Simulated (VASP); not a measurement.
Here is a VASP 6.6.1 calculation.

INCAR

```
  PREC = Accurate
  ENCUT = 520
  EDIFF = 1E-6
  ISMEAR = -1
  SIGMA = 0.1
  LREAL = False
  LASPH = True
  NELM = 60
  ALGO = Normal
  ISIF = 2
  LWAVE = False
  LCHARG = False
  GGA = RP
  NBANDS = 12
```

Contents of KPOINTS:

```
Automatic mesh
0
Gamma
  19 19 19
```

POSCAR

```
Ga
1.0
    2.7624067219      0.0000000000      0.0000000000
    0.0000000000      2.7624067219      0.0000000000
    0.0000000000      0.0000000000      2.7624067219
Ga
1
Direct
    0.0000000000      0.0000000000      0.0000000000
```

Potentials or basis: VASP PAW PBE potentials, release 64 (Ga_d).

Launch:

```console
$ cat potpaw_PBE.64/Ga_d/POTCAR > POTCAR
$ mpirun -np 1 vasp_std > vasp.out
```

Problem. Estimate the pressure.

Solution. -0.1 GPa.

Caveat: the PAW data sets were made with another functional, which shifts forces and pressure a little.
